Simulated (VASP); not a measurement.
# TiC (Fm-3m) in VASP: a series of runs

TiC is run at these levels: LDA; tasks: single point.

Program: VASP 6.6.1. These are calculated values, not measurements. Logs are shortened: lines on timing, memory, paths and dates and some standing lists are left out, and cuts for length are marked.

## 1. The cell of the first run

Symmetry: Fm-3m, No. 225, cubic system. The conventional cell has a = 4.319 Å, b = 4.319 Å, c = 4.319 Å, α = 90.00°, β = 90.00°, γ = 90.00°. Ti (site symmetry m-3m) has 6 C at 2.16 Å within 2.9 Å. Within 2.9 Å of C (site symmetry m-3m) lie 6 Ti at 2.16 Å.

## 2. Single point, LDA

The input, INCAR:

```
SYSTEM = TiC
PREC = Accurate
ENCUT = 600
EDIFF = 1E-6
ISMEAR = -1
SIGMA = 0.1
LREAL = .FALSE.
LASPH = .TRUE.
NELM = 120
ALGO = Normal
ISIF = 2
LWAVE = .FALSE.
LCHARG = .FALSE.
NBANDS = 15
GGA_COMPAT = .FALSE.
```

The input, KPOINTS:

```
Automatic mesh
0
G
  10 10 10
  0 0 0
```

The input, POSCAR:

```
TiC
1.0
    0.0000000000      2.1593000000      2.1593000000
    2.1593000000      0.0000000000      2.1593000000
    2.1593000000      2.1593000000      0.0000000000
Ti C
1 1
Direct
    0.0000000000      0.0000000000      0.0000000000
    0.5000000000      0.5000000000      0.5000000000
```

Potentials or basis: VASP PAW LDA potentials, release 64 (Ti_sv, C).

On the command line:

```bash
> cat potpaw_LDA.64/Ti_sv/POTCAR potpaw_LDA.64/C/POTCAR > POTCAR
> mpirun -np 1 vasp_std > vasp.out
```

OUTCAR:

```text
SYSTEM = TiC
   PREC = Accurate
   ENCUT = 600
   EDIFF = 1E-6
   ISMEAR = -1
   LREAL = .FALSE.
   LASPH = .TRUE.
   NELM = 120
   ISIF = 2

 ion  position               nearest neighbor table
   1  0.000  0.000  0.000-   2 2.16   2 2.16   2 2.16   2 2.16   2 2.16   2 2.16
   2  0.500  0.500  0.500-   1 2.16   1 2.16   1 2.16   1 2.16   1 2.16   1 2.16

  LATTYP: Found a face centered cubic cell.
 ALAT       =     4.3186000000

  Lattice vectors:

 A1 = (   0.0000000000,   2.1593000000,   2.1593000000)
 A2 = (   2.1593000000,   0.0000000000,   2.1593000000)
 A3 = (   2.1593000000,   2.1593000000,   0.0000000000)

Analysis of symmetry for initial positions (statically):
=====================================================================
 Subroutine PRICEL returns:
 Original cell was already a primitive cell.

 Routine SETGRP: Setting up the symmetry group for a
 face centered cubic supercell.

 Subroutine GETGRP returns: Found 48 space group operations
 (whereof 48 operations were pure point group operations)
 out of a pool of 48 trial point group operations.

The static configuration has the point symmetry O_h .

Analysis of symmetry for dynamics (positions and initial velocities):
=====================================================================
 Subroutine PRICEL returns:
 Original cell was already a primitive cell.

 Routine SETGRP: Setting up the symmetry group for a
 face centered cubic supercell.

 Subroutine GETGRP returns: Found 48 space group operations
 (whereof 48 operations were pure point group operations)
 out of a pool of 48 trial point group operations.

The dynamic configuration has the point symmetry O_h .

 Subroutine INISYM returns: Found 48 space group operations
 (whereof 48 operations are pure point group operations),
 and found     1 'primitive' translations

----------------------------------------------------------------------------------------

                                     Primitive cell

  volume of cell :      20.1358

  direct lattice vectors                    reciprocal lattice vectors
     0.000000000  2.159300000  2.159300000    -0.231556523  0.231556523  0.231556523
     2.159300000  0.000000000  2.159300000     0.231556523 -0.231556523  0.231556523
     2.159300000  2.159300000  0.000000000     0.231556523  0.231556523 -0.231556523

  length of vectors
     3.053711345  3.053711345  3.053711345     0.401067663  0.401067663  0.401067663

  position of ions in fractional coordinates (direct lattice)
     0.000000000  0.000000000  0.000000000
     0.500000000  0.500000000  0.500000000

[... 87 lines left out ...]
   NELECT =      16.0000    total number of electrons
   NUPDOWN=      -1.0000    fix difference up-down
   EMIN   =  10.00;   EMAX   =-10.00  energy-range for DOS
   EFERMI =   0.00;   METHOD = LEGACY
   ISMEAR =    -1;   SIGMA  =   0.10  broadening in eV -4-tet -1-fermi 0-gaus
   EFERMI_NEDOS =   21; number of points for ismear=-14 and -15
   IALGO  =     38    algorithm
   IMIX   =      4    mixing-type and parameters
     AMIX     =   0.40;   BMIX     =  1.00
     AMIX_MAG =   1.60;   BMIX_MAG =  1.00
  volume/ion in A,a.u.               =      10.07        67.94
  Fermi-wavevector in a.u.,A,eV,Ry     =   1.516323  2.865436 31.283015  2.299237
  Thomas-Fermi vector in A             =   2.625728
   LORBIT       =      0    0 simple, 1 ext, 2 COOP (PROOUT), +10 PAW based schemes
   GGA     = CA    functional components
   LHFCALC =     F    Hartree Fock is set to
   AEXX    =    0.0000 exact exchange contribution
   IVDW    =     0    specifies the selected vdW correction
   LEPSILON=     F    determine dielectric tensor
   LRPA    =     F    only Hartree local field effects (RPA)
 non-spin polarized calculation
  energy-cutoff  :      600.00
  volume of cell :       20.14
 maximum number of plane-waves:       692
   NGX = 13   NGY = 13   NGZ = 13

 number of electron      16.0000002 magnetization

 Free energy of the ion-electron system (eV)
  ---------------------------------------------------
  ext. energy  EPLUGINS =         0.00000000
  ---------------------------------------------------
  free energy    TOTEN  =       -20.52067287 eV

  energy without entropy =      -20.50986707  energy(sigma->0) =      -20.51526997

 E-fermi :   9.3454     XC(G=0): -13.0224

 val. band max:        9.3369748480   @ k =   0.5000   0.5000   0.0000
 cond. band min:       9.3622558082   @ k =   0.1000   0.0000   0.0000
 fundamental gap:      0.0252809602
 Fermi energy:         9.3454278674

 k-point     1 :       0.0000    0.0000    0.0000
  band No.  band energies     occupation
      1     -46.5143      2.00000
      2     -22.9163      2.00000
      3     -22.9163      2.00000
      4     -22.9163      2.00000
      5      -2.9129      2.00000
      6       9.9711      0.00383
      7       9.9711      0.00383
      8       9.9711      0.00383
      9      11.0368      0.00000
     10      11.0368      0.00000
     11      11.0368      0.00000
     12      11.0688      0.00000
     13      11.0688      0.00000
     14      20.0725      0.00000
[... 401 lines left out ...]
      2     -23.3002      2.00000
      3     -23.0693      2.00000
      4     -23.0532      2.00000
      5      -0.6639      2.00000
      6       5.4221      2.00000
      7       7.5039      2.00000
      8       8.5900      1.99895
      9       9.5392      0.25184
     10      12.2213      0.00000
     11      13.1824      0.00000
     12      13.4398      0.00000
     13      15.9929      0.00000
     14      22.3943      0.00000
     15      23.7399      0.00000

 [... further k-points ...]

------------------------ aborting loop because EDIFF is reached ----------------------------------------

  FORCE on cell =-STRESS in cart. coord.  units (eV):
  Direction    XX          YY          ZZ          XY          YZ          ZX
  --------------------------------------------------------------------------------------
  -------------------------------------------------------------------------------------
  Total       -1.2523466     -1.2523466     -1.2523466     -0.0000000      0.0000000      0.0000000
  in kB      -99.6474429    -99.6474429    -99.6474429     -0.0000000      0.0000000      0.0000000
  external PRESSURE =     -99.6474429 kB  Pullay stress =       0.0000000 kB

 VOLUME and BASIS-vectors are now :
 -----------------------------------------------------------------------------
  energy-cutoff  :      600.00
  volume of cell :       20.14
      direct lattice vectors                 reciprocal lattice vectors
     0.000000000  2.159300000  2.159300000    -0.231556523  0.231556523  0.231556523
     2.159300000  0.000000000  2.159300000     0.231556523 -0.231556523  0.231556523
     2.159300000  2.159300000  0.000000000     0.231556523  0.231556523 -0.231556523

 POSITION                                       TOTAL-FORCE (eV/Angst)
 -----------------------------------------------------------------------------------
      0.00000      0.00000      0.00000        -0.000000      0.000000      0.000000
      2.15930      2.15930      2.15930         0.000000     -0.000000     -0.000000
 -----------------------------------------------------------------------------------
    total drift:                                0.000000     -0.000000     -0.000000

  FREE ENERGIE OF THE ION-ELECTRON SYSTEM (eV)
  ---------------------------------------------------
  free  energy   TOTEN  =       -20.5206728739 eV

  energy  without entropy=      -20.5098670666  energy(sigma->0) =      -20.51526997
```

stdout:

```text
POSCAR found type information on POSCAR TiC
 POSCAR found :  2 types and       2 ions
 scaLAPACK will be used
 LDA part: xc-table for (Slater(with rela. corr.)+CA(PZ))
 , standard interpolation
 POSCAR, INCAR and KPOINTS ok, starting setup
 FFT: planning ... GRIDC
 FFT: planning ... GRID_SOFT
 FFT: planning ... GRID
 WAVECAR not read
 entering main loop
```

It took 25 s on 1 thread of Intel Xeon 8259CL, shared host; peak memory 0.14 GiB.

Results:

```
Free energy            : -20.5207 eV
Pressure               : -10.0 GPa
Band gap on the k mesh : zero (bands 8 and 9 overlap by 1.02 eV)
```

Caveat: the cell stands under tension.

## 3. Single point, LDA

The input, INCAR:

```
ALGO = Normal
EDIFF = 1E-6
ENCUT = 600
GGA = CA
GGA_COMPAT = False
ISIF = 2
ISMEAR = -1
LASPH = True
LCHARG = False
LREAL = False
LWAVE = False
NBANDS = 15
NELM = 120
PREC = Accurate
SIGMA = 0.1
```

The input, KPOINTS:

```
k-points
0
Gamma
  10 10 10
```

POSCAR is that of step 2.

Potentials or basis: VASP PAW LDA potentials, release 64 (Ti_sv, C).

On the command line:

```bash
> cat potpaw_LDA.64/Ti_sv/POTCAR potpaw_LDA.64/C/POTCAR > POTCAR
> mpirun -np 1 vasp_std > vasp.out
```

Wall time 18 s (1 thread of Intel Xeon 8259CL, shared host); peak memory 0.14 GiB.

It converged, with:

```yaml
Free_energy: -20.5207 eV
Pressure: -10.0 GPa
Band_gap_on_the_k_mesh: zero (bands 8 and 9 overlap by 1.02 eV)
```

Levels at points of the mesh, in eV from the Fermi level:
```tsv
k point	band 6	band 7	band 8	band 9	band 10	band 11
(0.00, 0.00, 0.00)	0.63	0.63	0.63	1.69	1.69	1.69
(0.50, 0.00, 0.00)	-5.87	-2.93	-2.93	2.90	2.90	4.11
(0.50, 0.50, 0.00)	-3.39	-1.71	-0.01	-0.01	2.74	3.51
```

Caveat: the cell stands under tension.

The gap in the log of VASP goes by the Fermi energy; the results here count the filled bands.